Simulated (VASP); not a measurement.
Set up this calculation in VASP 6.6.1, as the native input.

```
Task                   : relaxation of cell and atoms
Functional             : PBE
Potentials or basis    : VASP PAW PBE potentials, release 64 (Si, C)
Cutoff                 : 600 eV
k mesh                 : 18 × 18 × 6
Occupations            : gaussian, width 0.1 eV
Spin                   : no spin polarisation
Dipole correction      : no
Further INCAR settings : ALGO = Normal; EDIFF = 1e-06; IBRION = 2; EDIFFG = -0.01; NSW = 100; ISIF = 3
```

The structure of SiC5 lies in POSCAR:

```
SiC5
1.0
    2.5184663559      0.0000000000      0.0000000000
   -1.2592331780      2.1810558428      0.0000000000
    0.0000000000      0.0000000000      7.9960346820
Si C
1 5
Direct
    0.3333333333      0.6666666667      0.0000000000
    0.3333333333      0.6666666667      0.2496020085
    0.3333333333      0.6666666667      0.7503979915
    0.6666666667      0.3333333333      0.3138762358
    0.6666666667      0.3333333333      0.5000000000
    0.6666666667      0.3333333333      0.6861237642
```

These files were run (other wordings do the same):

INCAR

```
SYSTEM = SiC5
PREC = Accurate
ENCUT = 600
EDIFF = 1E-6
ISMEAR = 0
SIGMA = 0.1
LREAL = .False.
LASPH = .True.
NELM = 100
ALGO = Normal
ISIF = 3
LWAVE = .False.
LCHARG = .False.
GGA = PE
IBRION = 2
NSW = 100
EDIFFG = -0.01
```

KPOINTS

```
regular mesh
0
Gamma
  18 18 6
  0 0 0
```

Potentials or basis: VASP PAW PBE potentials, release 64 (Si, C).

Run with:

```console
$ cat potpaw_PBE.64/Si/POTCAR potpaw_PBE.64/C/POTCAR > POTCAR
$ mpirun -np 1 vasp_std > vasp.out
```

Results of the run:

The relaxed volume is 7.32 Å³/atom and the relaxed cell is a = 2.518 Å, b = 2.518 Å, c = 7.999 Å, α = 90.00°, β = 90.00°, γ = 120.00°. The space group after relaxing (to 0.1 Å) is P-6m2 (No. 187), the energy gained by relaxing is 0.3 meV/atom and the ionic steps are 5. The pressure after relaxing is 0.1 GPa and the largest force after relaxing is 0.008 eV/Å. The band gap on the k mesh is zero (bands 12 and 13 overlap by 5.83 eV).

Wall time 2 min on 1 thread of Intel(R) Xeon(R) 6975P-C (Granite Rapids), on a shared host, peak memory 0.23 GiB.
